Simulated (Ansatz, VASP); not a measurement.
Ta in VASP and in Ansatz

```xyz
1
Lattice="-1.6587 1.6587 1.7608 1.6587 -1.6587 1.7608 1.6587 1.6587 -1.7608" Properties=species:S:1:pos:R:3 pbc="T T T"
Ta    0.0000    0.0000    0.0000
```

Alike in both runs: task single point; functional PBE; k mesh 20 × 20 × 20; occupations gaussian, width 0.15 eV; no spin polarisation.

|  | VASP | Ansatz |
| --- | --- | --- |
| version | VASP 6.6.1 | Ansatz 0.2.0 |
| potentials or method | VASP PAW PBE potentials, release 64 (Ta_pv), cutoff 520 eV | scalar-relativistic, plane waves, PAW |
| valence electrons in the cell | 11 | 13 |

```tsv
	VASP	Ansatz	Ansatz less VASP
gap on the k mesh at the Fermi level (eV)	none	none	-
pressure (GPa)	-9.8	-9.8	+0.01
traceless stress, the component that is largest in VASP (GPa)	-3.37	-3.37	+0.004
```

A gap of «none» marks a metal or a gap that the smearing closes. VASP's potentials hold 11 valence electrons a cell and Ansatz's 13, so a difference there can come from the potentials and not from the codes.

Neither program's run includes spin-orbit coupling.
